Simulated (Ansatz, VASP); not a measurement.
# Si4O7 in VASP and in Ansatz

Contents of INCAR:

```
PREC = Accurate ; ENCUT = 520
EDIFF = 1E-7 ; ISMEAR = 0
SIGMA = 0.05 ; LREAL = False
LASPH = True ; NELM = 60
ALGO = Normal ; ISIF = 2
LWAVE = False ; LCHARG = False
GGA = PE ; NBANDS = 40
```

Contents of KPOINTS:

```
Automatic mesh
0
Gamma
  4 4 4
```

Contents of POSCAR:

```
Si4O7
1.0
    5.0799801732      0.0000000000      0.0000000000
    0.0000000000      5.0799801732      0.0000000000
    0.0000000000      0.0000000000      7.0914769300
Si O
4 7
Direct
    0.2944292339      0.2944292339      0.0000000000
    0.2055707661      0.7944292339      0.2500000000
    0.7055707661      0.7055707661      0.5000000000
    0.7944292339      0.2055707661      0.7500000000
    0.4053663613      0.7409644515      0.4248320116
    0.7590355485      0.9053663613      0.6748320116
    0.5946336387      0.2590355485      0.9248320116
    0.7409644515      0.4053663613      0.5751679884
    1.0179716300      1.1039162184      0.2747248435
    0.2590355485      0.5946336387      0.0751679884
    0.0946336387      0.2409644515      0.8251679884
```

Input for Ansatz:

```yaml
crystal:
  lattice:
    - [5.0799801732, 0.0, 0.0]
    - [0.0, 5.0799801732, 0.0]
    - [0.0, 0.0, 7.09147693]
  atoms:
    - { symbol: Si, position: [0.2944292339, 0.2944292339, 0.0] }
    - { symbol: Si, position: [0.2055707661, 0.7944292339, 0.25] }
    - { symbol: Si, position: [0.7055707661, 0.7055707661, 0.5] }
    - { symbol: Si, position: [0.7944292339, 0.2055707661, 0.75] }
    - { symbol: O, position: [0.4053663613, 0.7409644515, 0.4248320116] }
    - { symbol: O, position: [0.7590355485, 0.9053663613, 0.6748320116] }
    - { symbol: O, position: [0.5946336387, 0.2590355485, 0.9248320116] }
    - { symbol: O, position: [0.7409644515, 0.4053663613, 0.5751679884] }
    - { symbol: O, position: [1.01797163, 1.1039162184, 0.2747248435] }
    - { symbol: O, position: [0.2590355485, 0.5946336387, 0.0751679884] }
    - { symbol: O, position: [0.0946336387, 0.2409644515, 0.8251679884] }
basis:
  ecutwfc: 420
kpoints:
  mp_grid: { grid: [4, 4, 4] }
hamiltonian:
  xc: pbe
  pseudopotentials: { kind: paw, azcp: { folder: soft_1 } }
scf:
  occupations: { method: gaussian, width: 0.05 }
output:
  forces: true
  stress: true
  eigenvalues: true
  write_density: true
  write_potential: true
  elf: true
  volumetric_format: npy
```

Change from the starting cell: O vacancy; atom 9 moved 0.625 of the way to it and +0.900 Å across, host rigid.

Alike in both runs: task single point; functional PBE; k mesh 4 × 4 × 4; occupations gaussian, width 0.05 eV; no spin polarisation.

|  | VASP | Ansatz |
| --- | --- | --- |
| version | VASP 6.6.1 | Ansatz 0.2.0 |
| potentials or method | VASP PAW PBE potentials, release 64 (Si, O), cutoff 520 eV | scalar-relativistic, plane waves, PAW |
| valence electrons in the cell | 58 | 58 |

VASP gave:

```
gap on the k mesh at the Fermi level (eV)                     : none
pressure (GPa)                                                : -3.5
traceless stress, the component that is largest in VASP (GPa) : 4.24
rms of the force components (eV/Å)                            : 1.550
```

What did Ansatz give for the same quantities?

gap on the k mesh at the Fermi level (eV): none; pressure (GPa): -3.6; traceless stress, the component that is largest in VASP (GPa): 4.16; rms of the force components (eV/Å): 1.557.

Atom by atom the forces differ by 0.016 eV/Å (rms over components). A gap of «none» marks a metal or a gap that the smearing closes. With one functional, cell and mesh, what is left measures potentials, basis and numerics.
